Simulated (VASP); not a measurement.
Input of a VASP 6.6.1 run:

The input INCAR:

```
PREC = Accurate ; ENCUT = 520
EDIFF = 1E-6 ; ISMEAR = -1
SIGMA = 0.05 ; LREAL = Auto
LASPH = T ; NELM = 60
ALGO = Normal ; ISIF = 2
LWAVE = F ; LCHARG = F
GGA = PE ; IVDW = 12
NBANDS = 58
```

File KPOINTS:

```
Automatic mesh
0
Gamma
  1 1 1
```

File POSCAR:

```
H4C
1.0
    7.9581140000      0.0000000000      0.0000000000
    0.0000000000      7.9581140000      0.0000000000
    0.0000000000      0.0000000000      7.9581140000
C H
8 32
Direct
    0.3329375654      0.7072709072      0.6791355078
    0.9166511607      0.0962771888      0.7603299205
    0.6555600312      0.7497851751      0.0424483631
    0.4569200169      0.4714331921      0.3252804053
    0.1845685851      0.9100129860      0.1348028745
    0.8784475536      0.5783135982      0.7238597489
    0.4824473593      0.2543712205      0.8430841790
    0.7349822899      0.1347999104      0.2932648554
    0.2335577774      0.6611157861      0.5960289059
    0.4317368267      0.6119742534      0.6885535697
    0.2800531002      0.7323908296      0.8035791834
    0.3859446395      0.8230803605      0.6269866987
    0.9741415521      0.1825165035      0.8507683055
    0.8196282635      0.0215255474      0.8229065630
    1.0132569681      0.0120958367      0.7100885584
    0.8600426880      0.1683305567      0.6575786201
    0.7659050993      0.8286033810      0.0202761003
    0.5781291128      0.8059302451      0.1411596079
    0.6955924865      0.6243686524      0.0814219729
    0.5822057936      0.7406964639     -0.0736230103
    0.4123277150      0.3763671735      0.4143791275
    0.4473901525      0.4236458382      0.1964066984
    0.5882673023      0.5022505615      0.3530544517
    0.3797585948      0.5846679896      0.3379491867
    0.1540271880      0.7864830365      0.0817870351
    0.2967349671      0.8996157657      0.2137239228
    0.0790838826      0.9545740311      0.2109289703
    0.2084398789      0.9992241345      0.0326386161
    0.7890116042      0.4794348701      0.7576057490
    0.9562100520      0.6101176472      0.8327544131
    0.8100174481      0.6907317496      0.6830288408
    0.9601116099      0.5334381077      0.6220198901
    0.5949154959      0.2670777358      0.9216122894
    0.4331431563      0.1262168794      0.8542074421
    0.5150618374      0.2796884957      0.7119796408
    0.3870114349      0.3444638901      0.8846738988
    0.8174147292      0.2417983721      0.3191011836
    0.6689925819      0.0986539151      0.4084772705
    0.8101573119      0.0284606736      0.2486930613
    0.6432400874      0.1689807385      0.1964641819
```

Potentials or basis: VASP PAW PBE potentials, release 64 (C, H).

The run is started by

```bash
$ cat potpaw_PBE.64/C/POTCAR potpaw_PBE.64/H/POTCAR > POTCAR
$ mpirun -np 1 vasp_gam > vasp.out
```

Task: What does it give for the pressure?

Result: 0.0 GPa.

Task: Estimate the band gap on the k mesh.

Result: 7.28 eV.

Task: Estimate the dispersion energy per atom.

Result: -0.026 eV.

Task: Estimate the largest force.

Result: 0.159 eV/Å.

Forces in eV/Å, atoms in the order of the input:
```
C   -0.015  0.003 -0.036
C    0.036 -0.028 -0.049
C   -0.052  0.061 -0.022
C   -0.049  0.015 -0.019
C    0.006 -0.016 -0.018
C    0.026 -0.020 -0.156
C   -0.020 -0.016  0.067
C    0.004 -0.080 -0.056
H   -0.001  0.024  0.004
H   -0.012  0.019  0.007
H    0.012  0.021  0.019
H    0.015  0.036 -0.002
H   -0.003  0.023  0.026
H   -0.002  0.013  0.005
H    0.016 -0.011 -0.017
H    0.038 -0.022  0.024
H    0.040  0.000  0.000
H   -0.007  0.001  0.019
H    0.029 -0.057 -0.004
H    0.002 -0.012  0.024
H   -0.004 -0.019 -0.032
H    0.003  0.003  0.071
H   -0.036 -0.007  0.011
H    0.018  0.003 -0.028
H    0.003  0.020  0.021
H    0.021 -0.001  0.014
H   -0.014  0.013  0.013
H   -0.012 -0.014  0.015
H    0.004  0.030  0.012
H   -0.007 -0.020  0.030
H    0.035 -0.062 -0.015
H   -0.083  0.019  0.046
H   -0.028 -0.002 -0.035
H    0.018  0.013  0.005
H    0.020  0.003 -0.047
H   -0.012 -0.009  0.000
H    0.015  0.050  0.013
H   -0.018  0.006  0.015
H   -0.016  0.025  0.031
H    0.031 -0.006  0.042
```

Caveat: the k points lie up to 0.79 Å⁻¹ apart.
